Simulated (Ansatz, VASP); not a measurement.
# CdSe: VASP beside Ansatz

File INCAR:

```
SYSTEM = CdSe
  PREC = Accurate
  ENCUT = 520
  EDIFF = 1E-7
  ISMEAR = 0
  SIGMA = 0.05
  LREAL = .FALSE.
  LASPH = .TRUE.
  NELM = 100
  ALGO = Normal
  ISIF = 2
  LWAVE = .FALSE.
  LCHARG = .FALSE.
  GGA = PE
  NBANDS = 26
```

KPOINTS

```
regular mesh
0
G
  6 6 4
  0 0 0
```

POSCAR

```
CdSe
1.0
    4.2984999142      0.0000000000      0.0000000000
   -2.1492499571      3.7226101239      0.0000000000
    0.0000000000      0.0000000000      7.3659600000
Cd Se
2 2
Direct
    0.6666666667      0.3333333333      0.0000000000
    0.3333333333      0.6666666667      0.5000000000
    0.6666666667      0.3333333333      0.3750000000
    0.3333333333      0.6666666667      0.8750000000
```

Input for Ansatz:

```yaml
crystal:
  lattice:
    - [4.2984999142, 0.0, 0.0]
    - [-2.1492499571, 3.7226101239, 0.0]
    - [0.0, 0.0, 7.36596]
  atoms:
    - { symbol: Cd, position: [0.6666666667, 0.3333333333, 0.0] }
    - { symbol: Cd, position: [0.3333333333, 0.6666666667, 0.5] }
    - { symbol: Se, position: [0.6666666667, 0.3333333333, 0.375] }
    - { symbol: Se, position: [0.3333333333, 0.6666666667, 0.875] }
basis:
  ecutwfc: 420
kpoints:
  mp_grid: { grid: [6, 6, 4] }
hamiltonian:
  xc: pbe
scf:
  occupations: { method: gaussian, width: 0.05 }
output:
  forces: true
  stress: true
  eigenvalues: true
```

Change from the starting cell: strain +0.000 along x and y, +0.050 along z, atoms carried along.

Alike in both runs: task single point; functional PBE; k mesh 6 × 6 × 4; occupations gaussian, width 0.05 eV; no spin polarisation.

```csv
,VASP,Ansatz
version,VASP 6.6.1,Ansatz 0.2.0
potentials or method,"VASP PAW PBE potentials, release 64 (Cd, Se), cutoff 520 eV","scalar-relativistic, plane waves, PAW"
valence electrons in the cell,36,72
```

|  | VASP | Ansatz | Ansatz less VASP |
| --- | --- | --- | --- |
| gap on the k mesh at the Fermi level (eV) | 0.52 | 0.52 | +0.002 |
| least direct gap on the mesh (eV) | 0.52 | 0.52 | +0.002 |
| pressure (GPa) | 0.9 | 0.6 | -0.26 |
| traceless stress, the component that is largest in VASP (GPa) | -2.36 | -2.30 | +0.055 |
| rms of the force components (eV/Å) | 0.139 | 0.132 | -0.0070 |

Atom by atom the forces differ by 0.007 eV/Å (rms over components). The functional is the same, so the differences come from potentials, cutoffs and numerics. VASP's potentials hold 36 valence electrons a cell and Ansatz's 72, so a difference there can come from the potentials and not from the codes.
